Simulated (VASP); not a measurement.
# NbTe6Mo2 (P-31m) in VASP: a series of runs, part 2 of 2

VASP 6.6.1. The steps go on from the part before.

## 3. Single point, PBE

This run uses another cell than the first one, of 28.84 Å³/atom.

The input, INCAR:

```
SYSTEM = NbTe6Mo2
PREC = Accurate ; ENCUT = 520
EDIFF = 1E-7 ; ISMEAR = 0
SIGMA = 0.1 ; LREAL = .FALSE.
LASPH = .TRUE. ; NELM = 100
ALGO = Normal ; ISIF = 2
LWAVE = .FALSE. ; LCHARG = .FALSE.
GGA = PE ; NBANDS = 48
```

The input, KPOINTS:

```
regular mesh
0
G
  3 3 4
  0 0 0
```

The input, POSCAR:

```
NbTe6Mo2
1.0
    6.4648201700      0.0000000000      0.0000000000
   -3.2324100900      5.5986985000      0.0000000000
    0.0000000000      0.0000000000      7.1713255800
Nb Te Mo
1 6 2
Direct
    0.0000000000      0.0000000000      0.0000000000
    0.6666666700      0.0000000000      0.7456322300
    0.3333333300      0.3333333300      0.7456322300
    0.0000000000      0.6666666700      0.7456322300
    0.3333333300      0.0000000000      0.2543677700
    0.0000000000      0.3333333300      0.2543677700
    0.6666666700      0.6666666700      0.2543677700
    0.3333333300      0.6666666700      0.0000000000
    0.6666666700      0.3333333300      0.0000000000
```

Potentials or basis: VASP PAW PBE potentials, release 64 (Nb_sv, Te, Mo_sv).

On the command line:

```console
$ cat potpaw_PBE.64/Nb_sv/POTCAR potpaw_PBE.64/Te/POTCAR potpaw_PBE.64/Mo_sv/POTCAR > POTCAR
$ mpirun -np 1 vasp_std > vasp.out
```

OUTCAR:

```text
SYSTEM = NbTe6Mo2
   PREC = Accurate
   ENCUT = 520
   EDIFF = 1E-7
   ISMEAR = 0
   LREAL = .FALSE.
   LASPH = .TRUE.
   NELM = 100
   ISIF = 2
   GGA = PE

 ion  position               nearest neighbor table
   1  0.000  0.000  0.000-   3 2.82   7 2.82   5 2.82   2 2.82   6 2.82   4 2.82
   2  0.667  0.000  0.746-   1 2.82   9 2.82   8 2.82
   3  0.333  0.333  0.746-   1 2.82   9 2.82   8 2.82
   4  0.000  0.667  0.746-   8 2.82   1 2.82   9 2.82
   5  0.333  0.000  0.254-   1 2.82   8 2.82   9 2.82
   6  0.000  0.333  0.254-   9 2.82   1 2.82   8 2.82
   7  0.667  0.667  0.254-   1 2.82   8 2.82   9 2.82
   8  0.333  0.667  0.000-   4 2.82   5 2.82   2 2.82   6 2.82   7 2.82   3 2.82
   9  0.667  0.333  0.000-   6 2.82   2 2.82   5 2.82   4 2.82   3 2.82   7 2.82

  LATTYP: Found a hexagonal cell.
 ALAT       =     6.4648201700
 C/A-ratio  =     1.1092846191

  Lattice vectors:

 A1 = (   6.4648201700,   0.0000000000,   0.0000000000)
 A2 = (  -3.2324100900,   5.5986985000,   0.0000000000)
 A3 = (   0.0000000000,   0.0000000000,   7.1713255800)

Analysis of symmetry for initial positions (statically):
=====================================================================
 Subroutine PRICEL returns:
 Original cell was already a primitive cell.

 Routine SETGRP: Setting up the symmetry group for a
 hexagonal supercell.

 Subroutine GETGRP returns: Found 12 space group operations
 (whereof 12 operations were pure point group operations)
 out of a pool of 24 trial point group operations.

The static configuration has the point symmetry D_3d.

Analysis of symmetry for dynamics (positions and initial velocities):
=====================================================================
 Subroutine PRICEL returns:
 Original cell was already a primitive cell.

 Routine SETGRP: Setting up the symmetry group for a
 hexagonal supercell.

 Subroutine GETGRP returns: Found 12 space group operations
 (whereof 12 operations were pure point group operations)
 out of a pool of 24 trial point group operations.

The dynamic configuration has the point symmetry D_3d.
[... 125 lines left out ...]
   AEXX    =    0.0000 exact exchange contribution
   IVDW    =     0    specifies the selected vdW correction
   LEPSILON=     F    determine dielectric tensor
   LRPA    =     F    only Hartree local field effects (RPA)
 non-spin polarized calculation
 Gauss-broadening in eV      SIGMA  =   0.10
  energy-cutoff  :      520.00
  volume of cell :      259.56
 maximum number of plane-waves:      7044
   NGX = 25   NGY = 25   NGZ = 27

 number of electron      76.9999998 magnetization

 Free energy of the ion-electron system (eV)
  ---------------------------------------------------
  ext. energy  EPLUGINS =         0.00000000
  ---------------------------------------------------
  free energy    TOTEN  =       -52.52556425 eV

  energy without entropy =      -52.49774290  energy(sigma->0) =      -52.51165357

 E-fermi :   6.8157     XC(G=0):  -9.7464

 val. band max:        6.7769902701   @ k =   0.0000   0.0000   0.5000
 cond. band min:       6.9253651640   @ k =   0.3333  -0.0000   0.5000
 fundamental gap:      0.1483748939
 Fermi energy:         6.8157293738

 k-point     1 :       0.0000    0.0000    0.0000
  band No.  band energies     occupation
      1     -54.4515      2.00000
      2     -54.4485      2.00000
      3     -48.7868      2.00000
      4     -28.5913      2.00000
      5     -28.5913      2.00000
      6     -28.5621      2.00000
[... 499 lines left out ...]
     47       9.1073      0.00000
     48       9.1081      0.00000

------------------------ aborting loop because EDIFF is reached ----------------------------------------

  FORCE on cell =-STRESS in cart. coord.  units (eV):
  Direction    XX          YY          ZZ          XY          YZ          ZX
  --------------------------------------------------------------------------------------
  -------------------------------------------------------------------------------------
  Total       -8.6195358     -8.6195358     -4.6008370      0.0000000      0.0000000      0.0000000
  in kB      -53.2048826    -53.2048827    -28.3990925      0.0000000      0.0000000      0.0000000
  external PRESSURE =     -44.9362859 kB  Pullay stress =       0.0000000 kB

 VOLUME and BASIS-vectors are now :
 -----------------------------------------------------------------------------
  energy-cutoff  :      520.00
  volume of cell :      259.56
      direct lattice vectors                 reciprocal lattice vectors
     6.464820170  0.000000000  0.000000000     0.154683344  0.089306470  0.000000000
    -3.232410090  5.598698500  0.000000000     0.000000000  0.178612940  0.000000000
     0.000000000  0.000000000  7.171325580     0.000000000  0.000000000  0.139444234

 POSITION                                       TOTAL-FORCE (eV/Angst)
 -----------------------------------------------------------------------------------
      0.00000      0.00000      0.00000        -0.000000      0.000000     -0.000000
      4.30988      0.00000      5.34717        -0.218074     -0.000000      0.469345
      1.07747      1.86623      5.34717         0.109037      0.188857      0.469345
     -2.15494      3.73247      5.34717         0.109037     -0.188857      0.469345
      2.15494      0.00000      1.82415         0.218074      0.000000     -0.469345
     -1.07747      1.86623      1.82415        -0.109037      0.188857     -0.469345
      2.15494      3.73247      1.82415        -0.109037     -0.188857     -0.469345
     -0.00000      3.73247      0.00000        -0.000000     -0.000000     -0.000000
      3.23241      1.86623      0.00000        -0.000000      0.000000     -0.000000
 -----------------------------------------------------------------------------------
    total drift:                               -0.000000      0.000000     -0.000000

  FREE ENERGIE OF THE ION-ELECTRON SYSTEM (eV)
  ---------------------------------------------------
  free  energy   TOTEN  =       -52.5255642472 eV

  energy  without entropy=      -52.4977428962  energy(sigma->0) =      -52.51165357
```

OSZICAR:

```text
N       E                     dE             d eps       ncg     rms          rms(c)
DAV:   1     0.600892410918E+03    0.60089E+03   -0.36879E+04  1088   0.140E+03
DAV:   2    -0.112039288488E+02   -0.61210E+03   -0.59242E+03  1304   0.365E+02
DAV:   3    -0.521796940763E+02   -0.40976E+02   -0.39484E+02  1352   0.850E+01
DAV:   4    -0.548135932005E+02   -0.26339E+01   -0.26011E+01  1608   0.223E+01
DAV:   5    -0.548654155137E+02   -0.51822E-01   -0.51491E-01  1320   0.257E+00    0.195E+01
DAV:   6    -0.537597118365E+02    0.11057E+01   -0.18784E+01  1264   0.176E+01    0.124E+01
DAV:   7    -0.529222852967E+02    0.83743E+00   -0.76263E+00  1152   0.111E+01    0.676E+00
DAV:   8    -0.530024665356E+02   -0.80181E-01   -0.53227E+00  1544   0.880E+00    0.481E+00
DAV:   9    -0.525279737257E+02    0.47449E+00   -0.85659E-01  1496   0.421E+00    0.177E+00
DAV:  10    -0.525250302208E+02    0.29435E-02   -0.14775E-01  1528   0.145E+00    0.963E-01
DAV:  11    -0.525259863936E+02   -0.95617E-03   -0.14248E-02  1456   0.594E-01    0.666E-01
DAV:  12    -0.525255921121E+02    0.39428E-03   -0.52583E-03  1384   0.388E-01    0.115E-01
DAV:  13    -0.525255703576E+02    0.21755E-04   -0.47171E-04  1400   0.934E-02    0.719E-02
DAV:  14    -0.525255528182E+02    0.17539E-04   -0.18814E-04  1456   0.600E-02    0.217E-02
DAV:  15    -0.525255620289E+02   -0.92107E-05   -0.20860E-05  1368   0.168E-02    0.120E-02
DAV:  16    -0.525255635870E+02   -0.15582E-05   -0.11768E-05  1432   0.165E-02    0.373E-03
DAV:  17    -0.525255641498E+02   -0.56275E-06   -0.14619E-06  1208   0.487E-03    0.271E-03
DAV:  18    -0.525255642472E+02   -0.97425E-07   -0.31380E-07   944   0.279E-03
   1 F= -.52525564E+02 E0= -.52511654E+02  d E =-.278214E-01
```

Wall time 97 s (1 thread of Intel Xeon 6975P-C (Granite Rapids), shared host); peak memory 0.41 GiB.

What came out:

```yaml
Free_energy: -52.5256 eV
Pressure: -4.5 GPa
Largest_force: 0.518 eV/Å
Band_gap_on_the_k_mesh: zero (an odd number of electrons rules out a gap without spin polarisation)
```

Forces on the atoms (eV/Å):
```
Nb   0.000  0.000  0.000
Te  -0.218  0.000  0.469
Te   0.109  0.189  0.469
Te   0.109 -0.189  0.469
Te   0.218  0.000 -0.469
Te  -0.109  0.189 -0.469
Te  -0.109 -0.189 -0.469
Mo   0.000  0.000  0.000
Mo   0.000  0.000  0.000
```

Stress tensor (GPa, compression positive):
```
-5.32  0.00  0.00
 0.00 -5.32  0.00
 0.00  0.00 -2.84
```

Caveat: the k points lie up to 0.37 Å⁻¹ apart, too coarse for converged energies and pressures of a metal; spin-orbit coupling is left out, which moves the levels of the heavy elements; this functional lacks dispersion, which binds the layers, so the pressure and a relaxed spacing across them are unreliable.

## 4. Relaxation of cell and atoms, PBE

This run uses another cell than the first one, of 28.84 Å³/atom.

The input, INCAR:

```
SYSTEM = NbTe6Mo2
PREC = Accurate
ENCUT = 600
EDIFF = 1E-6
ISMEAR = 0
SIGMA = 0.1
LREAL = .False.
LASPH = .True.
NELM = 80
ALGO = Normal
ISIF = 3
LWAVE = .False.
LCHARG = .False.
GGA = PE
IBRION = 2
NSW = 90
EDIFFG = -0.04
```

The input, KPOINTS:

```
Automatic mesh
0
Gamma
  3 3 4
  0 0 0
```

POSCAR is that of step 3.

On the command line:

```console
$ cat potpaw_PBE.64/Nb_sv/POTCAR potpaw_PBE.64/Te/POTCAR potpaw_PBE.64/Mo_sv/POTCAR > POTCAR
$ mpirun -np 1 vasp_std > vasp.out
```

Wall time 22 min (1 thread of Intel Xeon 6975P-C (Granite Rapids), shared host); peak memory 0.57 GiB.

It converged, with:

| Property | Result |
| --- | --- |
| Free energy | -52.9377 eV |
| Relaxed volume | 28.12 Å³/atom |
| Relaxed cell | a = 6.172 Å, b = 6.172 Å, c = 7.669 Å, α = 90.00°, β = 90.00°, γ = 120.00° |
| Space group after relaxing (to 0.1 Å) | P-31m (No. 162) |
| Energy gained by relaxing | 45.8 meV/atom |
| Ionic steps | 16 |
| Pressure after relaxing | 0.1 GPa |
| Largest force after relaxing | 0.030 eV/Å |
| Band gap on the k mesh | zero (an odd number of electrons rules out a gap without spin polarisation) |

Forces in eV/Å, atoms in the order of the input:
```
Nb   0.000  0.000  0.000
Te   0.030  0.000 -0.005
Te  -0.015 -0.026 -0.005
Te  -0.015  0.026 -0.005
Te  -0.030  0.000  0.005
Te   0.015 -0.026  0.005
Te   0.015  0.026  0.005
Mo   0.000  0.000  0.000
Mo   0.000  0.000  0.000
```

Step by step:
| step | energy change (eV) | largest force (eV/Å) | pressure (GPa) | volume (Å³) |
| --- | --- | --- | --- | --- |
| 1 | 0.0000 | 0.5179 | -4.50 | 259.56 |
| 2 | 0.0100 | 1.1449 | 6.49 | 230.24 |
| 3 | -0.2655 | 0.3318 | 0.26 | 244.32 |
| 4 | -0.3548 | 0.1032 | 0.17 | 242.33 |
| 5 | -0.3732 | 0.1016 | 0.15 | 240.89 |
| 6 | -0.3773 | 0.1057 | 0.04 | 241.72 |
| 7 | -0.3866 | 0.1242 | -0.24 | 244.21 |
| 8 | -0.3944 | 0.1753 | -0.71 | 249.21 |
| 9 | -0.3960 | 0.1641 | -0.67 | 249.27 |
| 10 | -0.3999 | 0.1352 | -0.48 | 249.47 |
| 11 | -0.4047 | 0.1004 | -0.08 | 249.86 |
| 12 | -0.4014 | 0.1839 | 0.75 | 250.64 |
| 13 | -0.4055 | 0.1076 | 0.18 | 250.10 |
| 14 | -0.4066 | 0.1000 | 0.17 | 250.40 |
| 15 | -0.4094 | 0.0764 | 0.14 | 251.28 |
| 16 | -0.4126 | 0.0301 | 0.10 | 253.04 |

Final structure:
```yaml
crystal:
  lattice:
    - [6.17245, 0.00000, 0.00000]
    - [-3.08623, 5.34550, 0.00000]
    - [0.00000, 0.00000, 7.66921]
  atoms:
    - { symbol: Nb, position: [0.00000, 0.00000, 0.00000] }
    - { symbol: Te, position: [0.66221, 0.00000, 0.75844] }
    - { symbol: Te, position: [0.33779, 0.33779, 0.75844] }
    - { symbol: Te, position: [0.00000, 0.66221, 0.75844] }
    - { symbol: Te, position: [0.33779, 0.00000, 0.24156] }
    - { symbol: Te, position: [0.00000, 0.33779, 0.24156] }
    - { symbol: Te, position: [0.66221, 0.66221, 0.24156] }
    - { symbol: Mo, position: [0.33333, 0.66667, 0.00000] }
    - { symbol: Mo, position: [0.66667, 0.33333, 0.00000] }
```

Levels at points of the mesh, in eV from the Fermi level:
```csv
k point,band 35,band 36,band 37,band 38,band 39,band 40,band 41,band 42,band 43,band 44
"(0.00, 0.00, 0.00)",-1.19,-0.49,-0.49,0.44,0.44,0.58,0.93,0.93,1.15,1.32
"(0.00, 0.00, 0.50)",-0.52,-0.50,-0.50,0.13,0.13,0.60,0.60,0.61,1.19,1.26
```

Caveat: the k points lie up to 0.39 Å⁻¹ apart in the final cell, too coarse for converged energies and pressures of a metal; spin-orbit coupling is left out, which moves the levels of the heavy elements; this functional lacks dispersion, which binds the layers, so the pressure and a relaxed spacing across them are unreliable.

## 5. Single point, PBE

This run uses another cell than the first one, of 29.29 Å³/atom.

The input, INCAR:

```
PREC = Accurate
ENCUT = 520
EDIFF = 1E-7
ISMEAR = 0
SIGMA = 0.1
LREAL = False
LASPH = True
NELM = 80
ALGO = Normal
ISIF = 2
LWAVE = False
LCHARG = False
GGA = PE
NBANDS = 48
```

The input, KPOINTS:

```
regular mesh
0
Gamma
  6 6 6
```

The input, POSCAR:

```
NbTe6Mo2
1.0
    6.1747805001      0.0000000000      0.0000000000
   -3.0873902501      5.3475167758      0.0000000000
    0.0000000000      0.0000000000      7.9825548100
Nb Te Mo
1 6 2
Direct
    0.0000000000      0.0000000000      0.0000000000
    0.6625997647      0.0000000000      0.7679250914
    0.3374002353      0.3374002353      0.7679250914
    0.0000000000      0.6625997647      0.7679250914
    0.3374002353      0.0000000000      0.2320749086
    0.0000000000      0.3374002353      0.2320749086
    0.6625997647      0.6625997647      0.2320749086
    0.3333333333      0.6666666667      0.0000000000
    0.6666666667      0.3333333333      0.0000000000
```

On the command line:

```console
$ cat potpaw_PBE.64/Nb_sv/POTCAR potpaw_PBE.64/Te/POTCAR potpaw_PBE.64/Mo_sv/POTCAR > POTCAR
$ mpirun -np 1 vasp_std > vasp.out
```

It took 4.4 min on 1 thread of Intel Xeon 6975P-C (Granite Rapids), shared host; peak memory 0.62 GiB.

The run converged. Its results:

```yaml
Free_energy: -52.9288 eV
Pressure: 0.0 GPa
Largest_force: 0.012 eV/Å
Band_gap_on_the_k_mesh: zero (an odd number of electrons rules out a gap without spin polarisation)
```

Forces in eV/Å, atoms in the order of the input:
```
Nb   0.000  0.000  0.000
Te   0.009  0.000 -0.008
Te  -0.004 -0.008 -0.008
Te  -0.004  0.008 -0.008
Te  -0.009  0.000  0.008
Te   0.004 -0.008  0.008
Te   0.004  0.008  0.008
Mo   0.000  0.000  0.000
Mo   0.000  0.000  0.000
```

Stress tensor (GPa, compression positive):
```
-0.05  0.00  0.00
 0.00 -0.05  0.00
 0.00  0.00  0.03
```

Levels at points of the mesh, in eV from the Fermi level:
| k point | band 35 | band 36 | band 37 | band 38 | band 39 | band 40 | band 41 | band 42 | band 43 | band 44 |
| --- | --- | --- | --- | --- | --- | --- | --- | --- | --- | --- |
| (0.00, 0.00, 0.00) | -1.07 | -0.43 | -0.43 | 0.46 | 0.46 | 0.65 | 0.96 | 0.96 | 1.23 | 1.38 |
| (0.50, 0.00, 0.00) | -1.31 | -1.29 | -0.64 | -0.58 | -0.32 | 0.56 | 0.60 | 0.82 | 1.23 | 1.35 |
| (0.00, 0.00, 0.50) | -0.54 | -0.43 | -0.43 | 0.25 | 0.25 | 0.67 | 0.73 | 0.73 | 1.26 | 1.35 |
| (0.50, 0.00, 0.50) | -1.52 | -1.49 | -0.52 | -0.42 | -0.08 | 0.32 | 0.42 | 1.08 | 1.19 | 1.51 |

Caveat: spin-orbit coupling is left out, which moves the levels of the heavy elements; this functional lacks dispersion, which binds the layers, so the pressure and a relaxed spacing across them are unreliable.

## 6. The runs side by side

| task | cell | k mesh | cutoff (eV) | gap on the mesh (eV) | pressure (GPa) | largest force (eV/Å) |
| --- | --- | --- | --- | --- | --- | --- |
| single point | a = 6.180, b = 6.180, c = 7.747 Å, angles 90.0, 90.0, 120.0°, 9 atoms, atomic positions A | 3 × 3 × 4 | 520 | none | -0.1 | 0.01 |
| single point | a = 6.465, b = 6.465, c = 7.171 Å, angles 90.0, 90.0, 120.0°, 9 atoms, atomic positions B | 3 × 3 × 4 | 520 | none | -4.5 | 0.52 |
| relaxation of cell and atoms | relaxed from a = 6.465, b = 6.465, c = 7.171 Å, angles 90.0, 90.0, 120.0°, 9 atoms, atomic positions B | 3 × 3 × 4 | 600 | none | 0.1 | 0.03 |
| single point | a = 6.175, b = 6.175, c = 7.983 Å, angles 90.0, 90.0, 120.0°, 9 atoms, atomic positions C | 6 × 6 × 6 | 520 | none | 0.0 | 0.01 |

Alike in all rows: level PBE; potentials or basis VASP PAW PBE potentials, release 64 (Nb_sv, Te, Mo_sv); no spin polarisation; smearing gaussian 0.1 eV.

Caveats: some runs use coarse meshes; spin-orbit coupling is left out, which moves the levels of the heavy elements; this functional lacks dispersion, which binds the layers, so the pressure and a relaxed spacing across them are unreliable.

Total energies depend on the potentials used, so only differences within one code and one set of settings carry meaning.
